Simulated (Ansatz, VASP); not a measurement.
**One calculation of GaAs, two programs**

File POSCAR:

```
GaAs
1.0
    0.0000000000      2.8330831919      2.8330831919
    2.8330831919      0.0000000000      2.8330831919
    2.8330831919      2.8330831919      0.0000000000
Ga As
1 1
Direct
    0.0000000000      0.0000000000      0.0000000000
    0.2500000000      0.2500000000      0.2500000000
```

Contents of INCAR.step1:

```
SYSTEM = GaAs
PREC     = Accurate       ! precision mode
ENCUT    = 400            ! plane-wave cutoff, eV
EDIFF    = 1E-5           ! SCF threshold, eV
ISMEAR   = 0              ! smearing method
SIGMA    = 0.01           ! smearing width, eV
LREAL    = .False.        ! projectors in reciprocal space
LASPH    = .True.         ! aspherical terms in the spheres
NELM     = 120            ! most SCF steps
ALGO     = Normal         ! electronic algorithm
ISIF     = 2              ! what is computed and relaxed
LWAVE    = .True.         ! write WAVECAR
GGA      = PE             ! functional
NBANDS   = 16             ! bands
GGA_COMPAT= .False.
```

Contents of INCAR.step2:

```
SYSTEM = GaAs
PREC     = Accurate       ! precision mode
ENCUT    = 400            ! plane-wave cutoff, eV
EDIFF    = 1E-6           ! SCF threshold, eV
ISMEAR   = 0              ! smearing method
SIGMA    = 0.01           ! smearing width, eV
LREAL    = .False.        ! projectors in reciprocal space
LASPH    = .True.         ! aspherical terms in the spheres
NELM     = 120            ! most SCF steps
ALGO     = Normal         ! electronic algorithm
ISIF     = 2              ! what is computed and relaxed
LWAVE    = .False.        ! write WAVECAR
LCHARG   = .True.         ! write CHGCAR
GGA      = PE             ! functional
LHFCALC  = .True.         ! exact exchange
HFSCREEN = 0.2079         ! screening, 1/A
PRECFOCK = Normal       
LELF     = .True.         ! ELF
LVHAR    = .True.       
ISTART   = 1            
NBANDS   = 16             ! bands
GGA_COMPAT= .False.
```

The input KPOINTS:

```
regular mesh
0
Gamma
  4 4 4
  0 0 0
```

Input for Ansatz:

```yaml
crystal:
  lattice:
    - [0.0, 2.8330831919, 2.8330831919]
    - [2.8330831919, 0.0, 2.8330831919]
    - [2.8330831919, 2.8330831919, 0.0]
  atoms:
    - { symbol: Ga, position: [0.0, 0.0, 0.0] }
    - { symbol: As, position: [0.25, 0.25, 0.25] }
kpoints:
  mp_grid: { grid: [4, 4, 4] }
  band_path:
    path:
      - [0.0, 0.0, 0.0]
      - [-0.5, -0.5, 0.0]
      - [-0.375, -0.375, 0.25]
      - [-0.375, 0.0, 0.375]
      - [0.0, 0.0, 0.5]
      - [-0.5, -0.25, 0.25]
    npoints: 1
hamiltonian:
  xc: hse06
scf:
  occupations: { method: fixed }
  n_extra_bands: 4
output:
  forces: true
  stress: true
  eigenvalues: true
```

Alike in both runs: task single point; functional HSE06; k mesh 4 × 4 × 4; no spin polarisation.

|  | VASP | Ansatz |
| --- | --- | --- |
| version | VASP 6.6.1 | Ansatz 0.2.0 |
| potentials or method | VASP PAW PBE potentials, release 64 (Ga_d, As) | plane waves, PAW |
| plane-wave cutoff (eV) | 400 | 420 |
| occupations | gaussian, width 0.01 eV | fixed |
| valence electrons in the cell | 18 | 28 |

Ansatz gave:

- gap on the k mesh at the Fermi level (eV): 1.42

Task: Which values does VASP return?

Result: gap on the k mesh at the Fermi level (eV): 1.41.

VASP's potentials hold 18 valence electrons a cell and Ansatz's 28, so a difference there can come from the potentials and not from the codes. Ansatz's warnings: stress exchange threshold loose, stress scf threshold loose.

The k mesh is coarse, so the values compare programs but aren't converged.
